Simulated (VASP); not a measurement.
# Si (a cell with a defect) in VASP: further runs

The runs below take Si (a cell with a defect) through single point, relaxation of the atoms, with LDA.

Program: VASP 6.6.1. These are calculated values, not measurements. Logs are shortened: lines on timing, memory, paths and dates and some standing lists are left out, and cuts for length are marked.

## Step 1: The cell of the first run

The cell holds a defect, 63 atoms: a = 10.860 Å, b = 10.860 Å, c = 10.860 Å, α = 90.00°, β = 90.00°, γ = 90.00°.

## Step 2: Single point, LDA

INCAR

```
PREC = Accurate
ENCUT = 520
EDIFF = 1E-7
ISMEAR = -1
SIGMA = 0.02
LREAL = Auto
LASPH = True
NELM = 100
ALGO = Normal
ISIF = 2
LWAVE = False
LCHARG = False
NELECT = 250.0
NBANDS = 163
```

KPOINTS

```
regular mesh
0
Gamma
  1 1 1
```

POSCAR

```
Si
1.0
   10.8600000000      0.0000000000      0.0000000000
    0.0000000000     10.8600000000      0.0000000000
    0.0000000000      0.0000000000     10.8600000000
Si
63
Direct
    0.5009367403      0.0000682320      0.0000682320
    0.6250000000      0.1250000000      0.1250000000
    0.7490632597      0.2499317680      0.0000682320
    0.8755522099      0.3744477901      0.1227185083
    0.7490632597      0.0000682320      0.2499317680
    0.8755522099      0.1227185083      0.3744477901
   -0.0047260589     -0.0047260589     -0.0047260589
    0.2547260589     -0.0047260589      0.2547260589
    0.2547260589      0.2547260589     -0.0047260589
    0.3744477901      0.3744477901      0.1272814917
    0.4997325967      0.4997325967     -0.0016651934
    0.6250000000      0.6250000000      0.1250000000
    0.7502674033      0.7502674033     -0.0016651934
    0.8755522099      0.8755522099      0.1272814917
    0.3744477901      0.1272814917      0.3744477901
    0.5009367403      0.2499317680      0.2499317680
    0.6249452118      0.3751232044      0.3751232044
    0.7502674033      0.4997325967      0.2516651934
    0.8748767956      0.6250547882      0.3751232044
    0.4997325967     -0.0016651934      0.4997325967
    0.6250000000      0.1250000000      0.6250000000
    0.7502674033      0.2516651934      0.4997325967
    0.8748767956      0.3751232044      0.6250547882
    0.7502674033     -0.0016651934      0.7502674033
    0.8755522099      0.1272814917      0.8755522099
    0.0000682320      0.5009367403      0.0000682320
    0.1250000000      0.6250000000      0.1250000000
    0.2499317680      0.7490632597      0.0000682320
    0.3744477901      0.8755522099      0.1227185083
   -0.0047260589      0.2547260589      0.2547260589
    0.1272814917      0.3744477901      0.3744477901
    0.2499317680      0.5009367403      0.2499317680
    0.3751232044      0.6249452118      0.3751232044
    0.4997325967      0.7502674033      0.2516651934
    0.6250547882      0.8748767956      0.3751232044
    0.0000682320      0.0000682320      0.5009367403
    0.1250000000      0.1250000000      0.6250000000
    0.2499317680      0.2499317680      0.5009367403
    0.3751232044      0.3751232044      0.6249452118
    0.5001010129      0.5001010129      0.5001010129
    0.6250000000      0.6250000000      0.6250000000
    0.7498989871      0.7498989871      0.5001010129
    0.8748767956      0.8748767956      0.6249452118
    0.2499317680      0.0000682320      0.7490632597
    0.3744477901      0.1227185083      0.8755522099
    0.4997325967      0.2516651934      0.7502674033
    0.6250547882      0.3751232044      0.8748767956
    0.7498989871      0.5001010129      0.7498989871
    0.8748767956      0.6249452118      0.8748767956
    0.0000682320      0.7490632597      0.2499317680
    0.1227185083      0.8755522099      0.3744477901
   -0.0016651934      0.4997325967      0.4997325967
    0.1250000000      0.6250000000      0.6250000000
    0.2516651934      0.7502674033      0.4997325967
    0.3751232044      0.8748767956      0.6250547882
    0.0000682320      0.2499317680      0.7490632597
    0.1227185083      0.3744477901      0.8755522099
    0.2516651934      0.4997325967      0.7502674033
    0.3751232044      0.6250547882      0.8748767956
    0.5001010129      0.7498989871      0.7498989871
    0.6249452118      0.8748767956      0.8748767956
   -0.0016651934      0.7502674033      0.7502674033
    0.1272814917      0.8755522099      0.8755522099
```

Potentials or basis: VASP PAW LDA potentials, release 64 (Si).

Started as:

```sh
$ cat potpaw_LDA.64/Si/POTCAR > POTCAR
$ mpirun -np 1 vasp_gam > vasp.out
```

OUTCAR:

```text
PREC = Accurate
   ENCUT = 520
   EDIFF = 1E-7
   ISMEAR = -1
   LREAL = Auto
   LASPH = True
   NELM = 100
   ISIF = 2
   NELECT = 250.0

 ion  position               nearest neighbor table
   1  0.501  0.000  0.000-  29 2.34  45 2.34   2 2.34  61 2.35
   2  0.625  0.125  0.125-   1 2.34   3 2.34   5 2.34  16 2.34
   3  0.749  0.250  0.000-   4 2.34  25 2.34   2 2.34  47 2.35
   4  0.876  0.374  0.123-  30 2.33  26 2.34   3 2.34  18 2.38
   5  0.749  0.000  0.250-   6 2.34  14 2.34   2 2.34  35 2.35
   6  0.876  0.123  0.374-  30 2.33   5 2.34  36 2.34  22 2.38
   7  0.995  0.995  0.995-  14 2.33  25 2.33  63 2.33
   8  0.255  0.995  0.255-  15 2.33  29 2.33  51 2.33
   9  0.255  0.255  0.995-  10 2.33  45 2.33  57 2.33
  10  0.374  0.374  0.127-   9 2.33  16 2.34  32 2.34  11 2.38
  11  0.500  0.500  0.998-  47 2.34  59 2.34  12 2.37  10 2.38
  12  0.625  0.625  0.125-  11 2.37  13 2.37  18 2.37  34 2.37
  13  0.750  0.750  0.998-  49 2.34  61 2.34  12 2.37  14 2.38
  14  0.876  0.876  0.127-   7 2.33   5 2.34  50 2.34  13 2.38
  15  0.374  0.127  0.374-   8 2.33  16 2.34  38 2.34  20 2.38
[... 12 lines left out ...]
  28  0.250  0.749  0.000-  29 2.34  63 2.34  27 2.34  59 2.35
  29  0.374  0.876  0.123-   8 2.33   1 2.34  28 2.34  34 2.38
  30  0.995  0.255  0.255-   4 2.33   6 2.33  31 2.33
  31  0.127  0.374  0.374-  30 2.33  32 2.34  38 2.34  52 2.38
  32  0.250  0.501  0.250-  10 2.34  31 2.34  27 2.34  33 2.35
  33  0.375  0.625  0.375-  34 2.34  54 2.34  32 2.35  40 2.35
  34  0.500  0.750  0.252-  33 2.34  35 2.34  12 2.37  29 2.38
  35  0.625  0.875  0.375-  20 2.34  34 2.34   5 2.35  42 2.35
  36  0.000  0.000  0.501-   6 2.34  51 2.34  37 2.34  43 2.35
[... 25 lines left out ...]
  62  0.998  0.750  0.750-  43 2.34  49 2.34  53 2.37  63 2.38
  63  0.127  0.876  0.876-   7 2.33  28 2.34  44 2.34  62 2.38

  LATTYP: Found a simple cubic cell.
 ALAT       =    10.8600000000

  Lattice vectors:

 A1 = (  10.8600000000,   0.0000000000,   0.0000000000)
 A2 = (   0.0000000000,  10.8600000000,   0.0000000000)
 A3 = (   0.0000000000,   0.0000000000,  10.8600000000)

Analysis of symmetry for initial positions (statically):
=====================================================================
 Subroutine PRICEL returns:
 Original cell was already a primitive cell.

 Routine SETGRP: Setting up the symmetry group for a
 simple cubic supercell.

 Subroutine GETGRP returns: Found 24 space group operations
 (whereof  6 operations were pure point group operations)
 out of a pool of 48 trial point group operations.

The static configuration has the point symmetry C_3v.
 The point group associated with its full space group is T_d .

Analysis of symmetry for dynamics (positions and initial velocities):
=====================================================================
 Subroutine PRICEL returns:
 Original cell was already a primitive cell.

 Routine SETGRP: Setting up the symmetry group for a
 simple cubic supercell.

 Subroutine GETGRP returns: Found 24 space group operations
 (whereof  6 operations were pure point group operations)
 out of a pool of 48 trial point group operations.

The dynamic configuration has the point symmetry C_3v.
 The point group associated with its full space group is T_d .

 Subroutine INISYM returns: Found 24 space group operations
 (whereof  6 operations are pure point group operations),
 and found     1 'primitive' translations

----------------------------------------------------------------------------------------

                                     Primitive cell

  volume of cell :    1280.8241

  direct lattice vectors                    reciprocal lattice vectors
    10.860000000  0.000000000  0.000000000     0.092081031  0.000000000  0.000000000
     0.000000000 10.860000000  0.000000000     0.000000000  0.092081031  0.000000000
     0.000000000  0.000000000 10.860000000     0.000000000  0.000000000  0.092081031

  length of vectors
    10.860000000 10.860000000 10.860000000     0.092081031  0.092081031  0.092081031

[... 48 lines left out ...]
   TEBEG  =    0.0;   TEEND  =   0.0 temperature during run
   PSTRESS=    0.0 pullay stress
   NELECT =     250.0000    total number of electrons
   NUPDOWN=      -1.0000    fix difference up-down
   EMIN   =  10.00;   EMAX   =-10.00  energy-range for DOS
   EFERMI =   0.00;   METHOD = LEGACY
   ISMEAR =    -1;   SIGMA  =   0.02  broadening in eV -4-tet -1-fermi 0-gaus
   EFERMI_NEDOS =   21; number of points for ismear=-14 and -15
   IALGO  =     38    algorithm
   IMIX   =      4    mixing-type and parameters
     AMIX     =   0.40;   BMIX     =  1.00
     AMIX_MAG =   1.60;   BMIX_MAG =  1.00
  volume/ion in A,a.u.               =      20.33       137.20
  Fermi-wavevector in a.u.,A,eV,Ry     =   0.949639  1.794557 12.269916  0.901813
  Thomas-Fermi vector in A             =   2.077940
   LORBIT       =      0    0 simple, 1 ext, 2 COOP (PROOUT), +10 PAW based schemes
   GGA     = CA    functional components
   LHFCALC =     F    Hartree Fock is set to
   AEXX    =    0.0000 exact exchange contribution
   IVDW    =     0    specifies the selected vdW correction
   LEPSILON=     F    determine dielectric tensor
   LRPA    =     F    only Hartree local field effects (RPA)
 non-spin polarized calculation
  energy-cutoff  :      520.00
  volume of cell :     1280.82
 maximum number of plane-waves:     17229
 NGX is ok and might be reduce to    84
   NGX = 41   NGY = 41   NGZ = 41

 number of electron     249.9999975 magnetization

 Free energy of the ion-electron system (eV)
  ---------------------------------------------------
  ext. energy  EPLUGINS =         0.00000000
  ---------------------------------------------------
  free energy    TOTEN  =      -377.66318616 eV

  energy without entropy =     -377.66318616  energy(sigma->0) =     -377.66318616

 E-fermi :   5.7855     XC(G=0):  -9.5034

 val. band max:        5.3419810710   @ k =   0.0000   0.0000   0.0000
 cond. band min:       6.2290889179   @ k =   0.0000   0.0000   0.0000
 fundamental gap:      0.8871078469
 Fermi energy:         5.7854698350

 k-point     1 :       0.0000    0.0000    0.0000
  band No.  band energies     occupation
      1      -6.2783      2.00000
      2      -5.2373      2.00000
      3      -5.2373      2.00000
      4      -5.2373      2.00000
      5      -5.2210      2.00000
      6      -5.2210      2.00000
[... 129 lines left out ...]
    136       6.7167      0.00000
    137       6.7559      0.00000
 [bands above 137 left out]

------------------------ aborting loop because EDIFF is reached ----------------------------------------

  FORCE on cell =-STRESS in cart. coord.  units (eV):
  Direction    XX          YY          ZZ          XY          YZ          ZX
  --------------------------------------------------------------------------------------
  -------------------------------------------------------------------------------------
  Total      -26.8700221    -26.8700221    -26.8700221     -0.0000000     -0.0000000      0.0000000
  in kB      -33.6115956    -33.6115956    -33.6115956     -0.0000000     -0.0000000      0.0000000
  external PRESSURE =     -33.6115956 kB  Pullay stress =       0.0000000 kB

 VOLUME and BASIS-vectors are now :
 -----------------------------------------------------------------------------
  energy-cutoff  :      520.00
  volume of cell :     1280.82
      direct lattice vectors                 reciprocal lattice vectors
    10.860000000  0.000000000  0.000000000     0.092081031  0.000000000  0.000000000
     0.000000000 10.860000000  0.000000000     0.000000000  0.092081031  0.000000000
     0.000000000  0.000000000 10.860000000     0.000000000  0.000000000  0.092081031

 POSITION                                       TOTAL-FORCE (eV/Angst)
 -----------------------------------------------------------------------------------
      5.44017      0.00074      0.00074        -0.005030      0.004937      0.004937
      6.78750      1.35750      1.35750         0.000000      0.000000      0.000000
      8.13483      2.71426      0.00074         0.005030     -0.004937      0.004937
      9.50850      4.06650      1.33272        -0.005274      0.005274     -0.003559
      8.13483      0.00074      2.71426         0.005030      0.004937     -0.004937
      9.50850      1.33272      4.06650        -0.005274     -0.003559      0.005274
[... 55 lines left out ...]
     10.84192      8.14790      8.14790         0.003595      0.005969      0.005969
      1.38228      9.50850      9.50850         0.003559     -0.005274     -0.005274
 -----------------------------------------------------------------------------------
    total drift:                               -0.000000     -0.000000     -0.000000

  FREE ENERGIE OF THE ION-ELECTRON SYSTEM (eV)
  ---------------------------------------------------
  free  energy   TOTEN  =      -377.6631861581 eV

  energy  without entropy=     -377.6631861568  energy(sigma->0) =     -377.66318616
```

It took 7.6 min on 1 thread of Intel Xeon Platinum 8375C at 2.90GHz (Ice Lake), shared host; peak memory 0.69 GiB.

What came out:

```
Free energy   : -377.6632 eV
Largest force : 0.017 eV/Å
```

Forces in eV/Å, atoms in the order of the input:
```
Si  -0.005  0.005  0.005
Si   0.000  0.000  0.000
Si   0.005 -0.005  0.005
Si  -0.005  0.005 -0.004
Si   0.005  0.005 -0.005
Si  -0.005 -0.004  0.005
Si  -0.001 -0.001 -0.001
Si   0.001 -0.001  0.001
Si   0.001  0.001 -0.001
Si   0.005  0.005  0.004
Si  -0.006 -0.006  0.004
Si   0.000  0.000  0.000
Si   0.006  0.006  0.004
Si  -0.005 -0.005  0.004
Si   0.005  0.004  0.005
Si  -0.005 -0.005 -0.005
Si   0.004 -0.010 -0.010
Si   0.006 -0.006 -0.004
Si   0.010 -0.004 -0.010
Si  -0.006  0.004 -0.006
Si   0.000  0.000  0.000
Si   0.006 -0.004 -0.006
Si   0.010 -0.010 -0.004
Si   0.006  0.004  0.006
Si  -0.005  0.004 -0.005
Si   0.005 -0.005  0.005
Si   0.000  0.000  0.000
Si  -0.005  0.005  0.005
Si   0.005 -0.005 -0.004
Si  -0.001  0.001  0.001
Si   0.004  0.005  0.005
Si  -0.005 -0.005 -0.005
Si  -0.010  0.004 -0.010
Si  -0.006  0.006 -0.004
Si  -0.004  0.010 -0.010
Si   0.005  0.005 -0.005
Si   0.000  0.000  0.000
Si  -0.005 -0.005 -0.005
Si  -0.010 -0.010  0.004
Si   0.010  0.010  0.010
Si   0.000  0.000  0.000
Si  -0.010 -0.010  0.010
Si   0.010  0.010  0.004
Si  -0.005  0.005  0.005
Si   0.005 -0.004 -0.005
Si  -0.006 -0.004  0.006
Si  -0.004 -0.010  0.010
Si  -0.010  0.010 -0.010
Si   0.010  0.004  0.010
Si   0.005  0.005 -0.005
Si  -0.004 -0.005  0.005
Si   0.004 -0.006 -0.006
Si   0.000  0.000  0.000
Si  -0.004  0.006 -0.006
Si  -0.010  0.010 -0.004
Si   0.005 -0.005  0.005
Si  -0.004  0.005 -0.005
Si  -0.004 -0.006  0.006
Si  -0.010 -0.004  0.010
Si   0.010 -0.010 -0.010
Si   0.004  0.010  0.010
Si   0.004  0.006  0.006
Si   0.004 -0.005 -0.005
```

Caveat: the k points lie up to 0.58 Å⁻¹ apart; the cell carries a net charge on a neutralising background, which shifts energy and pressure; the cell is charged against a uniform background, so pressure and absolute levels hang on convention.

(Part 1 of 2 ends here.)
